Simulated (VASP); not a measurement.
Set up this calculation in VASP 6.6.1, as the native input.

```
Task                   : single point
Functional             : PBEsol
Potentials or basis    : VASP PAW PBE potentials, release 64 (Ga_d, Sb)
Cutoff                 : 500 eV
k mesh                 : 12 × 12 × 12
Occupations            : gaussian, width 0.1 eV
Spin                   : no spin polarisation
Dipole correction      : no
Further INCAR settings : ALGO = Normal; EDIFF = 1e-06; NBANDS = 16
```

The structure of GaSb lies in POSCAR:

```
GaSb
1.0
    0.0000000000      3.0590000000      3.0590000000
    3.0590000000      0.0000000000      3.0590000000
    3.0590000000      3.0590000000      0.0000000000
Ga Sb
1 1
Direct
    0.0000000000      0.0000000000      0.0000000000
    0.2500000000      0.2500000000      0.2500000000
```

One way to write it, as run:

INCAR

```
PREC = Accurate
ENCUT = 500
EDIFF = 1E-6
ISMEAR = 0
SIGMA = 0.1
LREAL = F
LASPH = T
NELM = 120
ALGO = Normal
ISIF = 2
LWAVE = F
LCHARG = F
GGA = PS
NBANDS = 16
GGA_COMPAT = F
```

KPOINTS

```
Automatic mesh
0
Gamma
  12 12 12
```

Potentials or basis: VASP PAW PBE potentials, release 64 (Ga_d, Sb).

Run with:

```sh
$ cat potpaw_PBE.64/Ga_d/POTCAR potpaw_PBE.64/Sb/POTCAR > POTCAR
$ mpirun -np 1 vasp_std > vasp.out
```

Results of the run:

| Property | Result |
| --- | --- |
| Pressure | -0.1 GPa |
| Band gap on the k mesh | zero (filled and empty bands touch) |

Caveat: the PAW data sets were made with another functional, which shifts forces and pressure a little; spin-orbit coupling is left out, which moves the levels of the heavy elements.

Wall time 40 s on 1 thread of Intel(R) Xeon(R) Platinum 8259CL CPU @ 2.50GHz (Skylake/Cascade Lake), with other jobs on the host, peak memory 0.21 GiB.
